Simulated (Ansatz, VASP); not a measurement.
Two plane-wave programs on H

```
H
1.0
    -1.83864    1.83864    2.28556
     1.83864   -1.83864    2.28556
     1.87110    1.87110   -2.28556
H
2
Direct
  0.91789 0.91789 0.00000
  0.08211 0.08211 0.00000
```

Change from the starting cell: strain +0.0175 x Voigt [0, 0, 0, 0, 0, 1], atoms carried along.

Alike in both runs: task single point; functional PBE; k mesh 8 × 8 × 8; occupations gaussian, width 0.05 eV; no spin polarisation.

|  | VASP | Ansatz |
| --- | --- | --- |
| version | VASP 6.6.1 | Ansatz 0.2.0 |
| potentials or method | VASP PAW PBE potentials, release 64 (H), cutoff 520 eV | scalar-relativistic, plane waves, PAW |
| valence electrons in the cell | 2 | 2 |

```tsv
	VASP	Ansatz	Ansatz less VASP
gap on the k mesh at the Fermi level (eV)	9.28	9.27	0.000
least direct gap on the mesh (eV)	9.75	9.75	-0.001
pressure (GPa)	-0.2	0.0	+0.16
rms of the force components (eV/Å)	0.005	0.001	-0.0037
```

Atom by atom the forces differ by 0.006 eV/Å (rms over components). With one functional, cell and mesh, what is left measures potentials, basis and numerics.
